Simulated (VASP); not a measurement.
# WSe2 (P6_3/mmc) in VASP: further runs

WSe2 is run at these levels: PBE, LDA; tasks: single point.

Program: VASP 6.6.1. These are calculated values, not measurements. Logs are shortened: lines on timing, memory, paths and dates and some standing lists are left out, and cuts for length are marked.

## 1. The cell of the first run

The structure is hexagonal, space group P6_3/mmc (No. 194). Conventional cell: a = 3.320 Å, b = 3.320 Å, c = 13.737 Å, α = 90.00°, β = 90.00°, γ = 120.00°. W (site symmetry -6m2) has 6 Se at 2.54 Å within 3.3 Å. Within 3.3 Å of Se (site symmetry 3m) lie 3 W at 2.54 Å.

## 2. Single point, PBE

INCAR

```
SYSTEM = WSe2
PREC     = Accurate       ! precision mode
ENCUT    = 520            ! plane-wave cutoff, eV
EDIFF    = 1E-7           ! SCF threshold, eV
ISMEAR   = 0              ! smearing method
SIGMA    = 0.01           ! smearing width, eV
LREAL    = .False.        ! projectors in reciprocal space
LASPH    = .True.         ! aspherical terms in the spheres
NELM     = 80             ! most SCF steps
ALGO     = Normal         ! electronic algorithm
ISIF     = 2              ! what is computed and relaxed
LWAVE    = .False.        ! write WAVECAR
LCHARG   = .False.        ! write CHGCAR
GGA      = PE             ! functional
NBANDS   = 35             ! bands
```

KPOINTS

```
Automatic mesh
0
Gamma
  8 8 2
  0 0 0
```

POSCAR

```
WSe2
1.0
    3.3199330000      0.0000000000      0.0000000000
   -1.6599660000      2.8751460000      0.0000000000
    0.0000000000      0.0000000000     13.7371870000
W Se
2 4
Direct
    0.6666670000      0.3333330000      0.7500000000
    0.3333330000      0.6666670000      0.2500000000
    0.3333330000      0.6666670000      0.8710010000
    0.6666670000      0.3333330000      0.3710010000
    0.3333330000      0.6666670000      0.6289990000
    0.6666670000      0.3333330000      0.1289990000
```

Potentials or basis: VASP PAW PBE potentials, release 64 (W_sv, Se).

On the command line:

```sh
$ cat potpaw_PBE.64/W_sv/POTCAR potpaw_PBE.64/Se/POTCAR > POTCAR
$ mpirun -np 1 vasp_std > vasp.out
```

OUTCAR:

```text
SYSTEM = WSe2
   PREC = Accurate
   ENCUT = 520
   EDIFF = 1E-7
   ISMEAR = 0
   LREAL = .False.
   LASPH = .True.
   NELM = 80
   ISIF = 2
   GGA = PE

 ion  position               nearest neighbor table
   1  0.667  0.333  0.750-   3 2.54   5 2.54   3 2.54   5 2.54   3 2.54   5 2.54
   2  0.333  0.667  0.250-   4 2.54   6 2.54   4 2.54   6 2.54   4 2.54   6 2.54
   3  0.333  0.667  0.871-   1 2.54   1 2.54   1 2.54
   4  0.667  0.333  0.371-   2 2.54   2 2.54   2 2.54
   5  0.333  0.667  0.629-   1 2.54   1 2.54   1 2.54
   6  0.667  0.333  0.129-   2 2.54   2 2.54   2 2.54

  LATTYP: Found a hexagonal cell.
 ALAT       =     3.3199330000
 C/A-ratio  =     4.1377904313

  Lattice vectors:

 A1 = (   3.3199330000,   0.0000000000,   0.0000000000)
 A2 = (  -1.6599660000,   2.8751460000,   0.0000000000)
 A3 = (   0.0000000000,   0.0000000000,  13.7371870000)

Analysis of symmetry for initial positions (statically):
=====================================================================
 Subroutine PRICEL returns:
 Original cell was already a primitive cell.

 Routine SETGRP: Setting up the symmetry group for a
 hexagonal supercell.

 Subroutine GETGRP returns: Found 24 space group operations
 (whereof 12 operations were pure point group operations)
 out of a pool of 24 trial point group operations.

The static configuration has the point symmetry D_3d.
 The point group associated with its full space group is D_6h.

Analysis of symmetry for dynamics (positions and initial velocities):
=====================================================================
 Subroutine PRICEL returns:
 Original cell was already a primitive cell.

 Routine SETGRP: Setting up the symmetry group for a
 hexagonal supercell.

 Subroutine GETGRP returns: Found 24 space group operations
 (whereof 12 operations were pure point group operations)
 out of a pool of 24 trial point group operations.

The dynamic configuration has the point symmetry D_3d.
 The point group associated with its full space group is D_6h.

 Subroutine INISYM returns: Found 24 space group operations
 (whereof 12 operations are pure point group operations),
 and found     1 'primitive' translations

----------------------------------------------------------------------------------------

                                     Primitive cell

  volume of cell :     131.1255

  direct lattice vectors                    reciprocal lattice vectors
     3.319933000  0.000000000  0.000000000     0.301210898  0.173904160  0.000000000
    -1.659966000  2.875146000  0.000000000     0.000000000  0.347808424  0.000000000
     0.000000000  0.000000000 13.737187000     0.000000000  0.000000000  0.072795107

  length of vectors
     3.319933000  3.319932476 13.737187000     0.347808369  0.347808424  0.072795107

  position of ions in fractional coordinates (direct lattice)
     0.666667000  0.333333000  0.750000000
     0.333333000  0.666667000  0.250000000
     0.333333000  0.666667000  0.871001000
     0.666667000  0.333333000  0.371001000
     0.333333000  0.666667000  0.628999000
     0.666667000  0.333333000  0.128999000

  ion indices of the primitive-cell ions
   primitive index   ion index
                 1           1
                 2           2
                 3           3
                 4           4
                 5           5
                 6           6

----------------------------------------------------------------------------------------

 KPOINTS: Automatic mesh

Automatic generation of k-mesh.
 Grid dimensions read from file:
 generate k-points for:    8    8    2

 Generating k-lattice:

  Cartesian coordinates                     Fractional coordinates (reciprocal lattice)
     0.037651362  0.021738020  0.000000000     0.125000000  0.000000000  0.000000000
     0.000000000  0.043476053  0.000000000     0.000000000  0.125000000  0.000000000
     0.000000000  0.000000000  0.036397554     0.000000000  0.000000000  0.500000000

  Length of vectors
     0.043476046  0.043476053  0.036397554

  Shift w.r.t. Gamma in fractional coordinates (k-lattice)
     0.000000000  0.000000000  0.000000000

 Subroutine IBZKPT returns following result:
 ===========================================

 Found     20 irreducible k-points:

 Following reciprocal coordinates:
            Coordinates               Weight
  0.000000  0.000000  0.000000      1.000000
  0.125000 -0.000000  0.000000      6.000000
  0.250000 -0.000000  0.000000      6.000000
  0.375000 -0.000000  0.000000      6.000000
  0.500000 -0.000000  0.000000      3.000000
  0.125000  0.125000  0.000000      6.000000
[... 12 lines left out ...]
  0.250000  0.250000  0.500000      6.000000
  0.375000  0.250000  0.500000      6.000000
   k-points           NKPTS =     20   k-points in BZ     NKDIM =     20   number of bands    NBANDS=     35
   number of dos      NEDOS =    301   number of ions     NIONS =      6
   total plane-waves  NPLWV =  84672
   dimension x,y,z NGX =    28 NGY =   28 NGZ =  108
   dimension x,y,z NGXF=    56 NGYF=   56 NGZF=  216
   ions per type =               2   4
   NGX,Y,Z   is equivalent  to a cutoff of  14.02, 14.02, 13.07 a.u.
   NGXF,Y,Z  is equivalent  to a cutoff of  28.04, 28.04, 26.14 a.u.
 SYSTEM =  WSe2
   PREC   = accura    normal or accurate (medium, high low for compatibility)
   ISTART =      0    job   : 0-new  1-cont  2-samecut
   ICHARG =      2    charge: 1-file 2-atom 10-const
   ISPIN  =      1    spin polarized calculation?
   LNONCOLLINEAR =      F non collinear calculations
   LSORBIT =      F    spin-orbit coupling
   LASPH  =      T    aspherical Exc in radial PAW
   ENCUT  =  520.0 eV  38.22 Ry    6.18 a.u.   6.17  6.17 25.54*2*pi/ulx,y,z
   NELM   =     80;   NELMIN=  2; NELMDL= -5     # of ELM steps
   EDIFF  = 0.1E-06   stopping-criterion for ELM
   LREAL  =      F    real-space projection
   EDIFFG = 0.1E-05   stopping-criterion for IOM
   NSW    =      0    number of steps for IOM
   IBRION =     -1    ionic relax: 0-MD 1-quasi-New 2-CG
   NFREE  =      0    steps in history (QN), initial steepest desc. (CG)
   ISIF   =      2    stress and relaxation
   ISYM   =      2    0-nonsym 1-usesym 2-fastsym
   POTIM  = 0.5000    time-step for ionic-motion
   TEBEG  =    0.0;   TEEND  =   0.0 temperature during run
   PSTRESS=    0.0 pullay stress
   NELECT =      52.0000    total number of electrons
   NUPDOWN=      -1.0000    fix difference up-down
   EMIN   =  10.00;   EMAX   =-10.00  energy-range for DOS
   EFERMI =   0.00;   METHOD = LEGACY
   ISMEAR =     0;   SIGMA  =   0.01  broadening in eV -4-tet -1-fermi 0-gaus
   EFERMI_NEDOS =   21; number of points for ismear=-14 and -15
   IALGO  =     38    algorithm
   IMIX   =      4    mixing-type and parameters
     AMIX     =   0.40;   BMIX     =  1.00
     AMIX_MAG =   1.60;   BMIX_MAG =  1.00
  volume/ion in A,a.u.               =      21.85       147.48
  Fermi-wavevector in a.u.,A,eV,Ry     =   1.202764  2.272894 19.682735  1.446640
  Thomas-Fermi vector in A             =   2.338536
   LORBIT       =      0    0 simple, 1 ext, 2 COOP (PROOUT), +10 PAW based schemes
   GGA     = PE    functional components
   LHFCALC =     F    Hartree Fock is set to
   AEXX    =    0.0000 exact exchange contribution
   IVDW    =     0    specifies the selected vdW correction
   LEPSILON=     F    determine dielectric tensor
   LRPA    =     F    only Hartree local field effects (RPA)
 non-spin polarized calculation
 Gauss-broadening in eV      SIGMA  =   0.01
  energy-cutoff  :      520.00
  volume of cell :      131.13
 maximum number of plane-waves:      3568
 NGX is ok and might be reduce to    28
   NGX = 13   NGY = 13   NGZ = 51

 number of electron      51.9999999 magnetization

 Free energy of the ion-electron system (eV)
  ---------------------------------------------------
  ext. energy  EPLUGINS =         0.00000000
  ---------------------------------------------------
  free energy    TOTEN  =       -43.22303746 eV

  energy without entropy =      -43.22303746  energy(sigma->0) =      -43.22303746

 E-fermi :   5.5402     XC(G=0): -10.2509

 val. band max:        5.3471793107   @ k =   0.0000   0.0000   0.0000
 cond. band min:       6.6703448043   @ k =   0.2500   0.1250   0.0000
 fundamental gap:      1.3231654937
 Fermi energy:         5.5402039386

 k-point     1 :       0.0000    0.0000    0.0000
  band No.  band energies     occupation
      1     -68.9069      2.00000
      2     -68.9069      2.00000
      3     -33.1321      2.00000
      4     -33.1321      2.00000
      5     -33.0350      2.00000
      6     -33.0350      2.00000
[... 27 lines left out ...]
     34       8.3076      0.00000
     35       9.6815      0.00000

 k-point     2 :       0.1250   -0.0000    0.0000
  band No.  band energies     occupation
      1     -68.9056      2.00000
      2     -68.9056      2.00000
      3     -33.1262      2.00000
      4     -33.1261      2.00000
      5     -33.0663      2.00000
      6     -33.0663      2.00000
[... 27 lines left out ...]
     34       8.4680      0.00000
     35      10.7705      0.00000

 k-point     3 :       0.2500   -0.0000    0.0000
  band No.  band energies     occupation
      1     -68.9024      2.00000
      2     -68.9024      2.00000
      3     -33.1411      2.00000
      4     -33.1411      2.00000
      5     -33.1117      2.00000
      6     -33.1117      2.00000
[... 27 lines left out ...]
     34       9.1464      0.00000
     35      11.5471      0.00000
[... 571 lines left out ...]
 k-point    19 :       0.2500    0.2500    0.5000
  band No.  band energies     occupation
      1     -68.8979      2.00000
      2     -68.8979      2.00000
      3     -33.2065      2.00000
      4     -33.2064      2.00000
      5     -33.1245      2.00000
      6     -33.1245      2.00000
[... 27 lines left out ...]
     34       9.6973      0.00000
     35      11.3985      0.00000

 k-point    20 :       0.3750    0.2500    0.5000
  band No.  band energies     occupation
      1     -68.8970      2.00000
      2     -68.8970      2.00000
      3     -33.2090      2.00000
      4     -33.2090      2.00000
      5     -33.1487      2.00000
      6     -33.1487      2.00000
[... 27 lines left out ...]
     34       9.7487      0.00000
     35      10.9184      0.00000

------------------------ aborting loop because EDIFF is reached ----------------------------------------

  FORCE on cell =-STRESS in cart. coord.  units (eV):
  Direction    XX          YY          ZZ          XY          YZ          ZX
  --------------------------------------------------------------------------------------
  -------------------------------------------------------------------------------------
  Total        1.0404631      1.0404629      2.5758167      0.0000002     -0.0000000      0.0000000
  in kB       12.7130638     12.7130610     31.4730261      0.0000022     -0.0000000      0.0000000
  external PRESSURE =      18.9663836 kB  Pullay stress =       0.0000000 kB

 VOLUME and BASIS-vectors are now :
 -----------------------------------------------------------------------------
  energy-cutoff  :      520.00
  volume of cell :      131.13
      direct lattice vectors                 reciprocal lattice vectors
     3.319933000  0.000000000  0.000000000     0.301210898  0.173904160  0.000000000
    -1.659966000  2.875146000  0.000000000     0.000000000  0.347808424  0.000000000
     0.000000000  0.000000000 13.737187000     0.000000000  0.000000000  0.072795107

 POSITION                                       TOTAL-FORCE (eV/Angst)
 -----------------------------------------------------------------------------------
      1.65997      0.95838     10.30289        -0.000000     -0.000000      0.000000
     -0.00000      1.91676      3.43430         0.000000      0.000000      0.000000
     -0.00000      1.91676     11.96510        -0.000000      0.000000      0.301380
      1.65997      0.95838      5.09651         0.000000     -0.000000      0.301380
     -0.00000      1.91676      8.64068        -0.000000      0.000000     -0.301380
      1.65997      0.95838      1.77208         0.000000     -0.000000     -0.301380
 -----------------------------------------------------------------------------------
    total drift:                                0.000542     -0.000313      0.000721

  FREE ENERGIE OF THE ION-ELECTRON SYSTEM (eV)
  ---------------------------------------------------
  free  energy   TOTEN  =       -43.2230374610 eV

  energy  without entropy=      -43.2230374610  energy(sigma->0) =      -43.22303746
```

Wall time 94 s (1 thread of Intel Xeon 6975P-C (Granite Rapids), shared host); peak memory 0.3 GiB.

Results:

* Free energy: -43.2230 eV
* Pressure: 1.9 GPa
* Largest force: 0.301 eV/Å
* Band gap on the k mesh: 1.32 eV, indirect (least direct gap 1.84 eV)

Forces in eV/Å, atoms in the order of the input:
```
W    0.000  0.000  0.000
W    0.000  0.000  0.000
Se   0.000  0.000  0.301
Se   0.000  0.000  0.301
Se   0.000  0.000 -0.301
Se   0.000  0.000 -0.301
```

Stress tensor (GPa, compression positive):
```
1.27 0.00 0.00
0.00 1.27 0.00
0.00 0.00 3.15
```

Levels at points of the mesh, in eV from the valence-band top:
```tsv
k point	band 24	band 25	band 26	band 27	band 28	band 29
(0.00, 0.00, 0.00)	-1.36	-0.81	0.00	2.70	2.70	2.72
(0.50, 0.00, 0.00)	-1.23	-1.15	-1.14	2.13	2.15	2.43
(0.00, 0.00, 0.50)	-1.49	-0.23	-0.23	2.71	2.71	2.71
(0.50, 0.00, 0.50)	-1.19	-1.18	-1.18	2.14	2.14	2.53
```

Caveat: spin-orbit coupling is left out, which moves the levels of the heavy elements; this functional lacks dispersion, which binds the layers, so the pressure and a relaxed spacing across them are unreliable.

[end of part 1 of 2]
